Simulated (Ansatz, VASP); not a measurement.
# Au in VASP and in Ansatz

Contents of INCAR:

```
SYSTEM = Au
ALGO = Normal ; EDIFF = 1E-6
ENCUT = 520 ; GGA = RP
ISIF = 2 ; ISMEAR = -1
LASPH = .True. ; LCHARG = .True.
LELF = .True. ; LREAL = .False.
LVHAR = .True. ; LWAVE = .False.
NBANDS = 18 ; NELM = 80
PREC = Accurate ; SIGMA = 0.1
```

Contents of KPOINTS:

```
k-points
0
Gamma
  14 14 7
  0 0 0
```

POSCAR

```
Au
1.0
    3.0195300014      0.0000000000      0.0000000000
   -1.5097650007      2.6149896887      0.0000000000
    0.0000000000      0.0000000000      5.0672526073
Au
2
Direct
    0.3333333333      0.6666666667      0.2500000000
    0.6666666667      0.3333333333      0.7500000000
```

Input for Ansatz:

```yaml
crystal:
  lattice:
    - [3.0195300014, 0.0, 0.0]
    - [-1.5097650007, 2.6149896887, 0.0]
    - [0.0, 0.0, 5.0672526073]
  atoms:
    - { symbol: Au, position: [0.3333333333, 0.6666666667, 0.25] }
    - { symbol: Au, position: [0.6666666667, 0.3333333333, 0.75] }
hamiltonian:
  xc: rpbe
  pseudopotentials:
    kind: paw
    azcp:
      Au: "pseudopotentials/Au.paw.azcp"
basis:
  ecutwfc: 420
  fft_grid_basis: typed
kpoints:
  mp_grid: { grid: [14, 14, 7], shift: [0, 0, 0] }
magnetization:
  spin_polarized: false
scf:
  occupations: { method: fermi_dirac, width: 0.1 }
  lower_state_search: "off"
output:
  stress: true
```

Alike in both runs: task single point; functional RPBE; k mesh 14 × 14 × 7; occupations fermi-dirac, width 0.1 eV; no spin polarisation.

```csv
,VASP,Ansatz
version,VASP 6.6.1,Ansatz 0.2.0
potentials or method,"VASP PAW PBE potentials, release 64 (Au), cutoff 520 eV","plane waves (420 eV) with PAW, scalar-relativistic"
valence electrons in the cell,22,38
```

```csv
,VASP,Ansatz,Ansatz less VASP
pressure (GPa),-7.2,-7.0,+0.11
```

VASP's potentials were made for PBE, not for RPBE. VASP's potentials hold 22 valence electrons a cell and Ansatz's 38, so a difference there can come from the potentials and not from the codes.

Neither program's run includes spin-orbit coupling.
